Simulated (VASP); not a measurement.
A run of VASP 6.6.1:

File INCAR:

```
  PREC = Accurate
  ENCUT = 400
  EDIFF = 1E-6
  ISMEAR = 0
  SIGMA = 0.1
  LREAL = False
  LASPH = True
  NELM = 120
  ALGO = Normal
  ISIF = 2
  LWAVE = False
  LCHARG = False
  LDIPOL = True
  IDIPOL = 3
  DIPOL = 0.5 0.5 0.334
  GGA = PS
  NBANDS = 32
  GGA_COMPAT = False
  NELMDL = -8
```

The input KPOINTS:

```
regular mesh
0
Gamma
  9 9 1
```

The input POSCAR:

```
Ti
1.0
    2.8999670175      0.0000000000      0.0000000000
   -1.4499835088      2.5114451073      0.0000000000
    0.0000000000      0.0000000000     22.3116749929
Ti
4
Direct
    0.6666666667      0.3333333333      0.1792783375
    0.3333333333      0.6666666667      0.2821522954
    0.6666666667      0.3333333333      0.3887031938
    0.3333333333      0.6666666667      0.4845747796
```

Potentials or basis: VASP PAW PBE potentials, release 64 (Ti_sv).

Command:

```console
$ cat potpaw_PBE.64/Ti_sv/POTCAR > POTCAR
$ mpirun -np 1 vasp_std > vasp.out
```

Hardware: 1 thread of AMD EPYC 7R13, on a shared host.

Question: Estimate the wall time of this run.

Answer: Run time: 3.8 min on 1 thread of AMD EPYC 7R13 (shared host), peak memory 0.2 GiB. Counts: scf iterations 35, k points 12.
